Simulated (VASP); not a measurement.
# BN (P6_3mc) in VASP: further runs

Runs on BN. Level: PBE. Tasks: single point.

Program: VASP 6.6.1. These are calculated values, not measurements. Logs are shortened: lines on timing, memory, paths and dates and some standing lists are left out, and cuts for length are marked.

## (1) The cell of the first run

Symmetry: P6_3mc, No. 186, hexagonal system. The conventional cell has a = 2.544 Å, b = 2.544 Å, c = 4.208 Å, α = 90.00°, β = 90.00°, γ = 120.00°. Within 2.1 Å of B (site symmetry 3m) lie 4 N at 1.56 to 1.58 Å. N (site symmetry 3m) has 4 B at 1.56 to 1.58 Å within 2.1 Å.

## (2) Single point, PBE

Contents of INCAR:

```
PREC = Accurate ; ENCUT = 520
EDIFF = 1E-6 ; ISMEAR = 0
SIGMA = 0.01 ; LREAL = F
LASPH = T ; NELM = 100
ALGO = Normal ; ISIF = 2
LWAVE = F ; LCHARG = F
GGA = PE ; NBANDS = 16
```

Contents of KPOINTS:

```
regular mesh
0
Gamma
  2 2 2
```

Contents of POSCAR:

```
BN
1.0
    2.5439500013      0.0000000000      0.0000000000
   -1.2719750007      2.2031253271      0.0000000000
    0.0000000000      0.0000000000      4.2078153363
B N
2 2
Direct
    0.3333333333      0.6666666667      0.0002034648
    0.6666666667      0.3333333333      0.5002034648
    0.3333333333      0.6666666667      0.3747965352
    0.6666666667      0.3333333333      0.8747965352
```

Potentials or basis: VASP PAW PBE potentials, release 64 (B, N).

Launch:

```
$ cat potpaw_PBE.64/B/POTCAR potpaw_PBE.64/N/POTCAR > POTCAR
$ mpirun -np 1 vasp_std > vasp.out
```

OUTCAR:

```text
PREC = Accurate
   ENCUT = 520
   EDIFF = 1E-6
   ISMEAR = 0
   LREAL = F
   LASPH = T
   NELM = 100
   ISIF = 2
   GGA = PE

 ion  position               nearest neighbor table
   1  0.333  0.667  0.000-   4 1.56   4 1.56   4 1.56   3 1.58
   2  0.667  0.333  0.500-   3 1.56   3 1.56   3 1.56   4 1.58
   3  0.333  0.667  0.375-   2 1.56   2 1.56   2 1.56   1 1.58
   4  0.667  0.333  0.875-   1 1.56   1 1.56   1 1.56   2 1.58

  LATTYP: Found a hexagonal cell.
 ALAT       =     2.5439500013
 C/A-ratio  =     1.6540479703

  Lattice vectors:

 A1 = (   2.5439500013,   0.0000000000,   0.0000000000)
 A2 = (  -1.2719750007,   2.2031253271,   0.0000000000)
 A3 = (   0.0000000000,   0.0000000000,   4.2078153363)

Analysis of symmetry for initial positions (statically):
=====================================================================
 Subroutine PRICEL returns:
 Original cell was already a primitive cell.

 Routine SETGRP: Setting up the symmetry group for a
 hexagonal supercell.

 Subroutine GETGRP returns: Found 12 space group operations
 (whereof  6 operations were pure point group operations)
 out of a pool of 24 trial point group operations.

The static configuration has the point symmetry C_3v.
 The point group associated with its full space group is C_6v.

Analysis of symmetry for dynamics (positions and initial velocities):
=====================================================================
 Subroutine PRICEL returns:
 Original cell was already a primitive cell.

 Routine SETGRP: Setting up the symmetry group for a
 hexagonal supercell.

 Subroutine GETGRP returns: Found 12 space group operations
 (whereof  6 operations were pure point group operations)
 out of a pool of 24 trial point group operations.

The dynamic configuration has the point symmetry C_3v.
 The point group associated with its full space group is C_6v.

 Subroutine INISYM returns: Found 12 space group operations
 (whereof  6 operations are pure point group operations),
 and found     1 'primitive' translations

----------------------------------------------------------------------------------------

                                     Primitive cell

  volume of cell :      23.5833

  direct lattice vectors                    reciprocal lattice vectors
     2.543950001  0.000000000  0.000000000     0.393089487  0.226950321  0.000000000
    -1.271975001  2.203125327  0.000000000     0.000000000  0.453900642  0.000000000
     0.000000000  0.000000000  4.207815336     0.000000000  0.000000000  0.237653015

  length of vectors
     2.543950001  2.543950001  4.207815336     0.453900642  0.453900642  0.237653015

  position of ions in fractional coordinates (direct lattice)
     0.333333333  0.666666667  0.000203465
     0.666666667  0.333333333  0.500203465
     0.333333333  0.666666667  0.374796535
     0.666666667  0.333333333  0.874796535

  ion indices of the primitive-cell ions
   primitive index   ion index
                 1           1
                 2           2
                 3           3
                 4           4

----------------------------------------------------------------------------------------

 KPOINTS: regular mesh

Automatic generation of k-mesh.
 Grid dimensions read from file:
 generate k-points for:    2    2    2

 Generating k-lattice:

  Cartesian coordinates                     Fractional coordinates (reciprocal lattice)
     0.196544743  0.113475160  0.000000000     0.500000000  0.000000000  0.000000000
     0.000000000  0.226950321  0.000000000     0.000000000  0.500000000  0.000000000
     0.000000000  0.000000000  0.118826507     0.000000000  0.000000000  0.500000000

  Length of vectors
     0.226950321  0.226950321  0.118826507

  Shift w.r.t. Gamma in fractional coordinates (k-lattice)
     0.000000000  0.000000000  0.000000000

 Subroutine IBZKPT returns following result:
 ===========================================

 Found      4 irreducible k-points:

 Following reciprocal coordinates:
            Coordinates               Weight
  0.000000  0.000000  0.000000      1.000000
  0.500000  0.000000  0.000000      3.000000
  0.000000  0.000000  0.500000      1.000000
  0.500000  0.000000  0.500000      3.000000
   k-points           NKPTS =      4   k-points in BZ     NKDIM =      4   number of bands    NBANDS=     16
   number of dos      NEDOS =    301   number of ions     NIONS =      4
   total plane-waves  NPLWV =  12800
   dimension x,y,z NGX =    20 NGY =   20 NGZ =   32
   dimension x,y,z NGXF=    40 NGYF=   40 NGZF=   64
   ions per type =               2   2
   NGX,Y,Z   is equivalent  to a cutoff of  13.07, 13.07, 12.64 a.u.
   NGXF,Y,Z  is equivalent  to a cutoff of  26.14, 26.14, 25.29 a.u.
 SYSTEM =  unknown system
   PREC   = accura    normal or accurate (medium, high low for compatibility)
   ISTART =      0    job   : 0-new  1-cont  2-samecut
   ICHARG =      2    charge: 1-file 2-atom 10-const
   ISPIN  =      1    spin polarized calculation?
   LNONCOLLINEAR =      F non collinear calculations
   LSORBIT =      F    spin-orbit coupling
   LASPH  =      T    aspherical Exc in radial PAW
   ENCUT  =  520.0 eV  38.22 Ry    6.18 a.u.   4.73  4.73  7.82*2*pi/ulx,y,z
   NELM   =    100;   NELMIN=  2; NELMDL= -5     # of ELM steps
   EDIFF  = 0.1E-05   stopping-criterion for ELM
   LREAL  =      F    real-space projection
   EDIFFG = 0.1E-04   stopping-criterion for IOM
   NSW    =      0    number of steps for IOM
   IBRION =     -1    ionic relax: 0-MD 1-quasi-New 2-CG
   NFREE  =      0    steps in history (QN), initial steepest desc. (CG)
   ISIF   =      2    stress and relaxation
   ISYM   =      2    0-nonsym 1-usesym 2-fastsym
   POTIM  = 0.5000    time-step for ionic-motion
   TEBEG  =    0.0;   TEEND  =   0.0 temperature during run
   PSTRESS=    0.0 pullay stress
   NELECT =      16.0000    total number of electrons
   NUPDOWN=      -1.0000    fix difference up-down
   EMIN   =  10.00;   EMAX   =-10.00  energy-range for DOS
   EFERMI =   0.00;   METHOD = LEGACY
   ISMEAR =     0;   SIGMA  =   0.01  broadening in eV -4-tet -1-fermi 0-gaus
   EFERMI_NEDOS =   21; number of points for ismear=-14 and -15
   IALGO  =     38    algorithm
   IMIX   =      4    mixing-type and parameters
     AMIX     =   0.40;   BMIX     =  1.00
     AMIX_MAG =   1.60;   BMIX_MAG =  1.00
  volume/ion in A,a.u.               =       5.90        39.79
  Fermi-wavevector in a.u.,A,eV,Ry     =   1.438512  2.718393 28.154745  2.069315
  Thomas-Fermi vector in A             =   2.557470
   LORBIT       =      0    0 simple, 1 ext, 2 COOP (PROOUT), +10 PAW based schemes
   GGA     = PE    functional components
   LHFCALC =     F    Hartree Fock is set to
   AEXX    =    0.0000 exact exchange contribution
   IVDW    =     0    specifies the selected vdW correction
   LEPSILON=     F    determine dielectric tensor
   LRPA    =     F    only Hartree local field effects (RPA)
 non-spin polarized calculation
 Gauss-broadening in eV      SIGMA  =   0.01
  energy-cutoff  :      520.00
  volume of cell :       23.58
 maximum number of plane-waves:       652
 NGX is ok and might be reduce to    20
   NGX =  9   NGY =  9   NGZ = 15

 number of electron      16.0000000 magnetization

 Free energy of the ion-electron system (eV)
  ---------------------------------------------------
  ext. energy  EPLUGINS =         0.00000000
  ---------------------------------------------------
  free energy    TOTEN  =       -32.51676464 eV

  energy without entropy =      -32.51676464  energy(sigma->0) =      -32.51676464

 E-fermi :   7.8988     XC(G=0): -12.7583

 val. band max:        7.8474228575   @ k =   0.0000   0.0000   0.0000
 cond. band min:      14.2711160272   @ k =   0.5000   0.0000   0.5000
 fundamental gap:      6.4236931697
 Fermi energy:         7.8987772181

 k-point     1 :       0.0000    0.0000    0.0000
  band No.  band energies     occupation
      1     -12.6952      2.00000
      2      -8.4877      2.00000
      3      -3.2331      2.00000
      4       5.6695      2.00000
      5       5.6695      2.00000
      6       7.5735      2.00000
[... 8 lines left out ...]
     15      19.5943      0.00000
     16      24.0778      0.00000

 k-point     2 :       0.5000    0.0000    0.0000
  band No.  band energies     occupation
      1      -8.5506      2.00000
      2      -7.2564      2.00000
      3      -1.7787      2.00000
      4      -0.0793      2.00000
      5       0.8183      2.00000
      6       2.7617      2.00000
[... 8 lines left out ...]
     15      24.2929      0.00000
     16      25.6132      0.00000

 k-point     3 :       0.0000    0.0000    0.5000
  band No.  band energies     occupation
      1     -11.2275      2.00000
      2     -11.2275      2.00000
      3       2.0420      2.00000
      4       2.0420      2.00000
      5       6.6366      2.00000
      6       6.6366      2.00000
[... 8 lines left out ...]
     15      21.1004      0.00000
     16      21.1004      0.00000

 k-point     4 :       0.5000    0.0000    0.5000
  band No.  band energies     occupation
      1      -7.7906      2.00000
      2      -7.7906      2.00000
      3      -2.3283      2.00000
      4      -2.3283      2.00000
      5       3.9939      2.00000
      6       3.9939      2.00000
[... 8 lines left out ...]
     15      24.2533      0.00000
     16      24.2533      0.00000

------------------------ aborting loop because EDIFF is reached ----------------------------------------

  FORCE on cell =-STRESS in cart. coord.  units (eV):
  Direction    XX          YY          ZZ          XY          YZ          ZX
  --------------------------------------------------------------------------------------
  -------------------------------------------------------------------------------------
  Total        3.5338954      3.5338954     -0.6100523     -0.0000000      0.0000000      0.0000000
  in kB      240.0821244    240.0821244    -41.4450991     -0.0000000      0.0000000      0.0000000
  external PRESSURE =     146.2397165 kB  Pullay stress =       0.0000000 kB

 VOLUME and BASIS-vectors are now :
 -----------------------------------------------------------------------------
  energy-cutoff  :      520.00
  volume of cell :       23.58
      direct lattice vectors                 reciprocal lattice vectors
     2.543950001  0.000000000  0.000000000     0.393089487  0.226950321  0.000000000
    -1.271975001  2.203125327  0.000000000     0.000000000  0.453900642  0.000000000
     0.000000000  0.000000000  4.207815336     0.000000000  0.000000000  0.237653015

 POSITION                                       TOTAL-FORCE (eV/Angst)
 -----------------------------------------------------------------------------------
     -0.00000      1.46875      0.00086         0.000000      0.000000     -0.592746
      1.27198      0.73438      2.10476        -0.000000      0.000000     -0.592746
     -0.00000      1.46875      1.57707         0.000000     -0.000000      0.592746
      1.27198      0.73438      3.68098        -0.000000      0.000000      0.592746
 -----------------------------------------------------------------------------------
    total drift:                               -0.000000     -0.000000     -0.000183

  FREE ENERGIE OF THE ION-ELECTRON SYSTEM (eV)
  ---------------------------------------------------
  free  energy   TOTEN  =       -32.5167646425 eV

  energy  without entropy=      -32.5167646425  energy(sigma->0) =      -32.51676464
```

Wall time 2.3 s (1 thread of Intel Xeon Platinum 8375C at 2.90GHz (Ice Lake), shared host); peak memory 0.13 GiB.

What came out:

- Free energy: -32.5168 eV
- Pressure: 14.6 GPa
- Largest force: 0.593 eV/Å
- Band gap on the k mesh: 6.42 eV, indirect (least direct gap 8.16 eV)

Forces on the atoms (eV/Å):
```
B    0.000  0.000 -0.593
B    0.000  0.000 -0.593
N    0.000  0.000  0.593
N    0.000  0.000  0.593
```

Levels at points of the mesh, in eV from the valence-band top:
```tsv
k point	band 4	band 5	band 6	band 7	band 8	band 9	band 10	band 11	band 12	band 13
(0.00, 0.00, 0.00)	-2.18	-2.18	-0.27	0.00	0.00	8.16	8.16	8.43	9.41	10.74
(0.50, 0.00, 0.00)	-7.93	-7.03	-5.09	-4.52	-2.17	6.52	7.85	10.44	11.35	12.78
(0.00, 0.00, 0.50)	-5.81	-1.21	-1.21	-1.21	-1.21	9.35	9.35	9.75	9.75	9.75
(0.50, 0.00, 0.50)	-10.18	-3.85	-3.85	-3.64	-3.64	6.42	6.42	9.87	9.87	14.17
```

Caveat: the k points lie up to 1.43 Å⁻¹ apart. A k mesh can miss the band edges.

## (3) Single point, PBE

Contents of INCAR:

```
PREC = Accurate
ENCUT = 520
EDIFF = 1E-7
ISMEAR = 1
SIGMA = 0.05
LREAL = F
LASPH = T
NELM = 60
ALGO = Normal
ISIF = 2
LWAVE = F
LCHARG = F
GGA = PE
NBANDS = 16
```

Contents of KPOINTS:

```
Automatic mesh
0
Gamma
  9 9 4
```

POSCAR is that of step 2.

Potentials or basis: VASP PAW PBE potentials, release 64 (B, N).

Launch:

```
$ cat potpaw_PBE.64/B/POTCAR potpaw_PBE.64/N/POTCAR > POTCAR
$ mpirun -np 1 vasp_std > vasp.out
```

It took 7.8 s on 1 thread of Intel Xeon Platinum 8375C at 2.90GHz (Ice Lake), shared host; peak memory 0.13 GiB.

It converged, with:

| Property | Result |
| --- | --- |
| Free energy | -34.8276 eV |
| Pressure | 4.9 GPa |
| Largest force | 0.008 eV/Å |
| Band gap on the k mesh | 5.19 eV, indirect (least direct gap 8.29 eV) |

Forces on the atoms (eV/Å):
```
B    0.000  0.000  0.008
B    0.000  0.000  0.008
N    0.000  0.000 -0.008
N    0.000  0.000 -0.008
```

Stress tensor (GPa, compression positive):
```
4.99 0.00 0.00
0.00 4.99 0.00
0.00 0.00 4.82
```

Levels at points of the mesh, in eV from the valence-band top:
```tsv
k point	band 6	band 7	band 8	band 9	band 10	band 11
(0.00, 0.00, 0.00)	-0.27	0.00	0.00	8.38	8.38	8.62
(0.00, 0.00, 0.50)	-1.18	-1.18	-1.18	9.52	9.52	9.94
```
